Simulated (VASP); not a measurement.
## AlN: single point with PBEsol

Crystal: AlN.

```
CELL_PARAMETERS angstrom
0.11178 2.11496 2.11496
2.11496 0.11178 2.11496
2.11496 2.11496 0.11178
ATOMIC_POSITIONS crystal
Al 0.50000 0.50000 0.50000
N 0.00000 0.00000 0.00000
```

```yaml
Program: VASP 6.6.1
Task: single point
Functional: PBEsol
Potentials_or_basis: VASP PAW PBE potentials, release 64 (Al, N)
Cutoff: 520 eV
k_mesh: 10 × 10 × 10
Occupations: gaussian, width 0.05 eV
Spin: no spin polarisation
```

```yaml
Pressure: -11.7 GPa
Band_gap_on_the_k_mesh: 3.21 eV, indirect (least direct gap 4.16 eV)
```

Stress tensor (GPa, compression positive):
```
-11.72 -16.82 -16.82
-16.82 -11.72 -16.82
-16.82 -16.82 -11.72
```

Levels at points of the mesh, in eV from the valence-band top:
```csv
k point,band 1,band 2,band 3,band 4,band 5,band 6,band 7,band 8
"(0.00, 0.00, 0.00)",-17.48,-1.18,0.00,0.00,4.16,10.36,12.23,12.23
"(0.50, 0.00, 0.00)",-14.24,-8.24,-1.91,-1.18,4.75,9.53,10.15,12.06
"(0.50, 0.50, 0.00)",-13.44,-7.49,-3.59,-2.53,3.21,5.30,12.50,16.06
"(0.50, 0.50, 0.50)",-14.75,-9.02,-0.83,-0.83,6.38,11.27,11.30,11.30
```

Wall time 18 s on 1 thread of Intel Xeon 8259CL, on a shared host, peak memory 0.15 GiB.

Caveat: the PAW data sets were made with another functional, which shifts forces and pressure a little. A k mesh can miss the band edges.
